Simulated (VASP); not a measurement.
# Sc3NbO2 (P-3m1) in VASP: a series of runs

Sc3NbO2 is run at these levels: PBE; tasks: single point.

Program: VASP 6.6.1. These are calculated values, not measurements. Logs are shortened: lines on timing, memory, paths and dates and some standing lists are left out, and cuts for length are marked.

## (1) The cell of the first run

It takes space group P-3m1 (No. 164, trigonal). Conventional cell: a = 3.004 Å, b = 3.004 Å, c = 9.779 Å, α = 90.00°, β = 90.00°, γ = 120.00°. Within 3.2 Å of Sc (site symmetry 3m) lie 3 O at 2.19 Å and 3 Nb at 2.89 Å and 9 Sc at 3.00 to 3.11 Å. Sc (site symmetry -3m) has 6 O at 2.13 Å within 2.8 Å. Within 3.8 Å of Nb (site symmetry -3m) lie 6 Sc at 2.89 Å and 6 Nb at 3.00 Å. O (site symmetry 3m) has 6 Sc at 2.13 to 2.19 Å within 2.8 Å.

## (2) Single point, PBE (12.74 Å³/atom)

Contents of INCAR:

```
PREC = Accurate
ENCUT = 520
EDIFF = 1E-6
ISMEAR = 0
SIGMA = 0.1
LREAL = False
LASPH = True
NELM = 100
ALGO = Normal
ISIF = 2
LWAVE = False
LCHARG = True
GGA = PE
LELF = True
LVHAR = True
NBANDS = 38
```

Contents of KPOINTS:

```
Automatic mesh
0
Gamma
  12 12 4
```

Contents of POSCAR:

```
Sc3NbO2
1.0
    3.0041039498      0.0000000000      0.0000000000
   -1.5020519749      2.6016303361      0.0000000000
    0.0000000000      0.0000000000      9.7787845793
Sc Nb O
3 1 2
Direct
    0.6666666667      0.3333333333      0.2360975878
    0.3333333333      0.6666666667      0.7639024122
    0.0000000000      0.0000000000      0.5000000000
    0.0000000000      0.0000000000      0.0000000000
    0.6666666667      0.3333333333      0.6269532857
    0.3333333333      0.6666666667      0.3730467143
```

Potentials or basis: VASP PAW PBE potentials, release 64 (Sc_sv, Nb_sv, O).

On the command line:

```console
> cat potpaw_PBE.64/Sc_sv/POTCAR potpaw_PBE.64/Nb_sv/POTCAR potpaw_PBE.64/O/POTCAR > POTCAR
> mpirun -np 1 vasp_std > vasp.out
```

OUTCAR:

```text
PREC = Accurate
   ENCUT = 520
   EDIFF = 1E-6
   ISMEAR = 0
   LREAL = False
   LASPH = True
   NELM = 100
   ISIF = 2
   GGA = PE

 ion  position               nearest neighbor table
   1  0.667  0.333  0.236-   6 2.19   6 2.19   6 2.19   4 2.89   4 2.89   4 2.89   3 3.11   3 3.11
                             3 3.11
   2  0.333  0.667  0.764-   5 2.19   5 2.19   5 2.19   4 2.89   4 2.89   4 2.89   3 3.11   3 3.11
                             3 3.11
   3  0.000  0.000  0.500-   5 2.13   6 2.13   6 2.13   5 2.13   5 2.13   6 2.13   1 3.11   2 3.11
                             2 3.11   1 3.11   2 3.11   1 3.11
   4  0.000  0.000  0.000-   1 2.89   2 2.89   2 2.89   1 2.89   1 2.89   2 2.89
   5  0.667  0.333  0.627-   3 2.13   3 2.13   3 2.13   2 2.19   2 2.19   2 2.19
   6  0.333  0.667  0.373-   3 2.13   3 2.13   3 2.13   1 2.19   1 2.19   1 2.19

  LATTYP: Found a hexagonal cell.
 ALAT       =     3.0041039498
 C/A-ratio  =     3.2551418801

  Lattice vectors:

 A1 = (   3.0041039498,   0.0000000000,   0.0000000000)
 A2 = (  -1.5020519749,   2.6016303361,   0.0000000000)
 A3 = (   0.0000000000,   0.0000000000,   9.7787845793)

Analysis of symmetry for initial positions (statically):
=====================================================================
 Subroutine PRICEL returns:
 Original cell was already a primitive cell.

 Routine SETGRP: Setting up the symmetry group for a
 hexagonal supercell.

 Subroutine GETGRP returns: Found 12 space group operations
 (whereof 12 operations were pure point group operations)
 out of a pool of 24 trial point group operations.

The static configuration has the point symmetry D_3d.

Analysis of symmetry for dynamics (positions and initial velocities):
=====================================================================
 Subroutine PRICEL returns:
 Original cell was already a primitive cell.

 Routine SETGRP: Setting up the symmetry group for a
 hexagonal supercell.

 Subroutine GETGRP returns: Found 12 space group operations
 (whereof 12 operations were pure point group operations)
 out of a pool of 24 trial point group operations.

The dynamic configuration has the point symmetry D_3d.

 Subroutine INISYM returns: Found 12 space group operations
 (whereof 12 operations are pure point group operations),
 and found     1 'primitive' translations

----------------------------------------------------------------------------------------

                                     Primitive cell
[... 97 lines left out ...]
   ENCUT  =  520.0 eV  38.22 Ry    6.18 a.u.   5.59  5.59 18.18*2*pi/ulx,y,z
   NELM   =    100;   NELMIN=  2; NELMDL= -5     # of ELM steps
   EDIFF  = 0.1E-05   stopping-criterion for ELM
   LREAL  =      F    real-space projection
   EDIFFG = 0.1E-04   stopping-criterion for IOM
   NSW    =      0    number of steps for IOM
   IBRION =     -1    ionic relax: 0-MD 1-quasi-New 2-CG
   NFREE  =      0    steps in history (QN), initial steepest desc. (CG)
   ISIF   =      2    stress and relaxation
   ISYM   =      2    0-nonsym 1-usesym 2-fastsym
   POTIM  = 0.5000    time-step for ionic-motion
   TEBEG  =    0.0;   TEEND  =   0.0 temperature during run
   PSTRESS=    0.0 pullay stress
   NELECT =      58.0000    total number of electrons
   NUPDOWN=      -1.0000    fix difference up-down
   EMIN   =  10.00;   EMAX   =-10.00  energy-range for DOS
   EFERMI =   0.00;   METHOD = LEGACY
   ISMEAR =     0;   SIGMA  =   0.10  broadening in eV -4-tet -1-fermi 0-gaus
   EFERMI_NEDOS =   21; number of points for ismear=-14 and -15
   IALGO  =     38    algorithm
   IMIX   =      4    mixing-type and parameters
     AMIX     =   0.40;   BMIX     =  1.00
     AMIX_MAG =   1.60;   BMIX_MAG =  1.00
  volume/ion in A,a.u.               =      12.74        85.96
  Fermi-wavevector in a.u.,A,eV,Ry     =   1.493261  2.821854 30.338653  2.229828
  Thomas-Fermi vector in A             =   2.605684
   LORBIT       =      0    0 simple, 1 ext, 2 COOP (PROOUT), +10 PAW based schemes
   GGA     = PE    functional components
   LHFCALC =     F    Hartree Fock is set to
   AEXX    =    0.0000 exact exchange contribution
   IVDW    =     0    specifies the selected vdW correction
   LEPSILON=     F    determine dielectric tensor
   LRPA    =     F    only Hartree local field effects (RPA)
 non-spin polarized calculation
 Gauss-broadening in eV      SIGMA  =   0.10
  energy-cutoff  :      520.00
  volume of cell :       76.43
 maximum number of plane-waves:      2088
 NGX is ok and might be reduce to    24
   NGX = 11   NGY = 11   NGZ = 37

 number of electron      58.0000007 magnetization

 Free energy of the ion-electron system (eV)
  ---------------------------------------------------
  ext. energy  EPLUGINS =         0.00000000
  ---------------------------------------------------
  free energy    TOTEN  =       -49.66849854 eV

  energy without entropy =      -49.64909496  energy(sigma->0) =      -49.65879675

 E-fermi :   8.7345     XC(G=0): -12.2031

 val. band max:        8.7216276538   @ k =   0.4167   0.0833   0.2500
 cond. band min:       8.7352584596   @ k =   0.2500   0.2500   0.0000
 fundamental gap:      0.0136308058
 Fermi energy:         8.7345445690

 k-point     1 :       0.0000    0.0000    0.0000
  band No.  band energies     occupation
      1     -45.7209      2.00000
      2     -41.3408      2.00000
      3     -40.4221      2.00000
      4     -40.4158      2.00000
      5     -21.9598      2.00000
      6     -21.3100      2.00000
[... 973 lines left out ...]
     37      11.0967      0.00000
     38      11.1341      0.00000

 [... further k-points ...]
[... 5 lines left out ...]
  --------------------------------------------------------------------------------------
  -------------------------------------------------------------------------------------
  Total       10.8258852     10.8258852     10.8765472      0.0000000      0.0000000      0.0000000
  in kB      226.9491582    226.9491582    228.0112146      0.0000000      0.0000000      0.0000000
  external PRESSURE =     227.3031770 kB  Pullay stress =       0.0000000 kB

 VOLUME and BASIS-vectors are now :
 -----------------------------------------------------------------------------
  energy-cutoff  :      520.00
  volume of cell :       76.43
      direct lattice vectors                 reciprocal lattice vectors
     3.004103950  0.000000000  0.000000000     0.332877962  0.192187181  0.000000000
    -1.502051975  2.601630336  0.000000000     0.000000000  0.384374362  0.000000000
     0.000000000  0.000000000  9.778784579     0.000000000  0.000000000  0.102262198

 POSITION                                       TOTAL-FORCE (eV/Angst)
 -----------------------------------------------------------------------------------
      1.50205      0.86721      2.30875        -0.000000      0.000000     -0.068457
     -0.00000      1.73442      7.47004         0.000000     -0.000000      0.068457
      0.00000      0.00000      4.88939         0.000000      0.000000      0.000000
      0.00000      0.00000      0.00000         0.000000      0.000000      0.000000
      1.50205      0.86721      6.13084        -0.000000      0.000000      0.028002
     -0.00000      1.73442      3.64794        -0.000000      0.000000     -0.028002
 -----------------------------------------------------------------------------------
    total drift:                                0.000000      0.000000      0.000000

  FREE ENERGIE OF THE ION-ELECTRON SYSTEM (eV)
  ---------------------------------------------------
  free  energy   TOTEN  =       -49.6684985411 eV

  energy  without entropy=      -49.6490949564  energy(sigma->0) =      -49.65879675
```

stdout:

```text
POSCAR found type information on POSCAR ScNbO
 POSCAR found :  3 types and       6 ions
 scaLAPACK will be used
 LDA part: xc-table for (Slater+PW92), standard interpolation
 POSCAR, INCAR and KPOINTS ok, starting setup
 FFT: planning ... GRIDC
 FFT: planning ... GRID_SOFT
 FFT: planning ... GRID
 WAVECAR not read
 entering main loop
```

It took 2.9 min on 1 thread of AMD EPYC 9R45 (Zen 5), shared host; peak memory 0.29 GiB.

What came out:

* Free energy: -49.6685 eV
* Pressure: 22.7 GPa
* Largest force: 0.068 eV/Å
* Band gap on the k mesh: zero (bands 29 and 30 overlap by 0.79 eV)

Forces in eV/Å, atoms in the order of the input:
```
Sc   0.000  0.000 -0.068
Sc   0.000  0.000  0.068
Sc   0.000  0.000  0.000
Nb   0.000  0.000  0.000
O    0.000  0.000  0.028
O    0.000  0.000 -0.028
```

Stress tensor (GPa, compression positive):
```
22.69  0.00  0.00
 0.00 22.69  0.00
 0.00  0.00 22.80
```

Levels at points of the mesh, in eV from the Fermi level:
```
           k point  band 26  band 27  band 28  band 29  band 30  band 31  band 32  band 33
(0.00, 0.00, 0.00)    -2.20    -1.04     0.35     0.35     0.63     0.94     0.94     0.97
(0.50, 0.00, 0.00)    -2.47    -1.97    -0.72    -0.54     0.34     0.99     1.52     1.88
(0.00, 0.00, 0.50)    -1.86    -1.63     0.39     0.39     0.56     0.95     0.95     1.27
(0.50, 0.00, 0.50)    -2.39    -2.01    -1.36     0.19     0.66     0.94     1.04     1.97
```

Caveat: the cell stands under pressure.

## (3) Single point, PBE (13.17 Å³/atom)

This run uses another cell than the first one, of 13.17 Å³/atom.

Contents of INCAR:

```
ALGO     = Normal         # electronic algorithm
EDIFF    = 1E-6           # SCF threshold, eV
ENCUT    = 520            # plane-wave cutoff, eV
GGA      = PE             # functional
ISIF     = 2              # what is computed and relaxed
ISMEAR   = 0              # smearing method
LASPH    = True           # aspherical terms in the spheres
LCHARG   = False          # write CHGCAR
LREAL    = False          # projectors in reciprocal space
LWAVE    = False          # write WAVECAR
NBANDS   = 38             # bands
NELM     = 100            # most SCF steps
PREC     = Accurate       # precision mode
SIGMA    = 0.1            # smearing width, eV
```

Contents of KPOINTS:

```
k-points
0
Gamma
  12 12 4
```

Contents of POSCAR:

```
Sc3NbO2
1.0
    3.0391867065      0.0000000000      0.0000000000
   -1.5195933532      2.6320128947      0.0000000000
    0.0000000000      0.0000000000      9.8800410704
Sc Nb O
3 1 2
Direct
    0.6666666667      0.3333333333      0.2370214497
    0.3333333333      0.6666666667      0.7629785503
    0.0000000000      0.0000000000      0.5000000000
    0.0000000000      0.0000000000      0.0000000000
    0.6666666667      0.3333333333      0.6258984825
    0.3333333333      0.6666666667      0.3741015175
```

Potentials or basis: VASP PAW PBE potentials, release 64 (Sc_sv, Nb_sv, O).

On the command line:

```console
> cat potpaw_PBE.64/Sc_sv/POTCAR potpaw_PBE.64/Nb_sv/POTCAR potpaw_PBE.64/O/POTCAR > POTCAR
> mpirun -np 1 vasp_std > vasp.out
```

OUTCAR:

```text
EDIFF = 1E-6
   ENCUT = 520
   GGA = PE
   ISIF = 2
   ISMEAR = 0
   LASPH = True
   LREAL = False
   NELM = 100
   PREC = Accurate

 ion  position               nearest neighbor table
   1  0.667  0.333  0.237-   6 2.22   6 2.22   6 2.22   4 2.93   4 2.93   4 2.93   3 3.14   3 3.14
                             3 3.14
   2  0.333  0.667  0.763-   5 2.22   5 2.22   5 2.22   4 2.93   4 2.93   4 2.93   3 3.14   3 3.14
                             3 3.14
[... 1197 lines left out ...]
  -------------------------------------------------------------------------------------
  Total        7.8082385      7.8082385      7.8591443      0.0000000      0.0000000      0.0000000
  in kB      158.2921983    158.2921983    159.3241845      0.0000000      0.0000000      0.0000000
  external PRESSURE =     158.6361937 kB  Pullay stress =       0.0000000 kB

 VOLUME and BASIS-vectors are now :
 -----------------------------------------------------------------------------
  energy-cutoff  :      520.00
  volume of cell :       79.03
      direct lattice vectors                 reciprocal lattice vectors
     3.039186706  0.000000000  0.000000000     0.329035396  0.189968674  0.000000000
    -1.519593353  2.632012895  0.000000000     0.000000000  0.379937348  0.000000000
     0.000000000  0.000000000  9.880041070     0.000000000  0.000000000  0.101214154

 POSITION                                       TOTAL-FORCE (eV/Angst)
 -----------------------------------------------------------------------------------
      1.51959      0.87734      2.34178        -0.000000      0.000000     -0.063640
     -0.00000      1.75468      7.53826         0.000000      0.000000      0.063640
      0.00000      0.00000      4.94002        -0.000000      0.000000     -0.000000
      0.00000      0.00000      0.00000        -0.000000      0.000000     -0.000000
      1.51959      0.87734      6.18390        -0.000000     -0.000000      0.024523
     -0.00000      1.75468      3.69614         0.000000      0.000000     -0.024523
 -----------------------------------------------------------------------------------
    total drift:                                0.000000      0.000000      0.000000

  FREE ENERGIE OF THE ION-ELECTRON SYSTEM (eV)
  ---------------------------------------------------
  free  energy   TOTEN  =       -49.9820299020 eV

  energy  without entropy=      -49.9626911443  energy(sigma->0) =      -49.97236052
```

It took 3 min on 1 thread of AMD EPYC 9R45 (Zen 5), shared host; peak memory 0.3 GiB.

What came out:

```
Free energy            : -49.9820 eV
Pressure               : 15.9 GPa
Largest force          : 0.064 eV/Å
Band gap on the k mesh : zero (bands 29 and 30 overlap by 0.81 eV)
```

Forces in eV/Å, atoms in the order of the input:
```
Sc   0.000  0.000 -0.064
Sc   0.000  0.000  0.064
Sc   0.000  0.000  0.000
Nb   0.000  0.000  0.000
O    0.000  0.000  0.025
O    0.000  0.000 -0.025
```

Caveat: the cell stands under pressure.

(Continued in part 2 of 2.)
